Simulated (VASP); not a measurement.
Input of a VASP 6.6.1 run:

INCAR

```
PREC = Accurate
ENCUT = 520
EDIFF = 1E-7
ISMEAR = 0
SIGMA = 0.1
LREAL = False
LASPH = True
NELM = 150
ALGO = Normal
ISIF = 2
LWAVE = False
LCHARG = False
ISPIN = 2
MAGMOM = 1.04 1.04 1.04 0.24
LORBIT = 11
LMAXMIX = 4
GGA = PE
NBANDS = 30
```

The input KPOINTS:

```
Automatic mesh
0
Gamma
  14 14 14
```

Contents of POSCAR:

```
Ni3O
1.0
    0.0000000000      2.7577116571      2.7577116571
    2.7577116571      0.0000000000      2.7577116571
    2.7577116571      2.7577116571      0.0000000000
Ni O
3 1
Direct
    0.2500000000      0.2500000000      0.2500000000
    0.7500000000      0.7500000000      0.7500000000
    0.5000000000      0.5000000000      0.5000000000
    0.0000000000      0.0000000000      0.0000000000
```

Potentials or basis: VASP PAW PBE potentials, release 64 (Ni, O).

Command:

```console
$ cat potpaw_PBE.64/Ni/POTCAR potpaw_PBE.64/O/POTCAR > POTCAR
$ mpirun -np 1 vasp_std > vasp.out
```

(1) Predict the site moments.

(2) What does it give for the net moment?

(3) What does it give for the pressure?

Answers

(1) Ni +0.94, +0.84 (each value once); O +0.21 μB.

(2) 2.92 μB per cell.

(3) -0.3 GPa.
